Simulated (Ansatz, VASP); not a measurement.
# One calculation of NiO2, two programs

```
Ni O
1.0
     2.82213    0.00000    0.00000
    -1.41106    2.44404    0.00000
     0.00000    0.00000    4.83910
Ni O
1 2
Direct
  0.00000 0.00000 0.50000
  0.66667 0.33333 0.68766
  0.33333 0.66667 0.31234
```

Alike in both runs: task single point; functional PBEsol; k mesh 12 × 12 × 6; occupations gaussian, width 0.05 eV; no spin polarisation.

|  | VASP | Ansatz |
| --- | --- | --- |
| version | VASP 6.6.1 | Ansatz 0.2.0 |
| potentials or method | VASP PAW PBE potentials, release 64 (Ni_sv_GW, O), cutoff 700 eV | scalar-relativistic, plane waves, PAW |
| valence electrons in the cell | 30 | 30 |

|  | VASP | Ansatz | Ansatz less VASP |
| --- | --- | --- | --- |
| gap on the k mesh at the Fermi level (eV) | 0.98 | 0.99 | +0.009 |
| least direct gap on the mesh (eV) | 1.25 | 1.26 | +0.005 |
| pressure (GPa) | -2.2 | -2.4 | -0.14 |
| traceless stress, the component that is largest in VASP (GPa) | 3.16 | 3.60 | +0.431 |
| rms of the force components (eV/Å) | 0.083 | 0.066 | -0.0161 |

VASP's potentials were made for PBE, not for PBEsol. Atom by atom the forces differ by 0.016 eV/Å (rms over components).
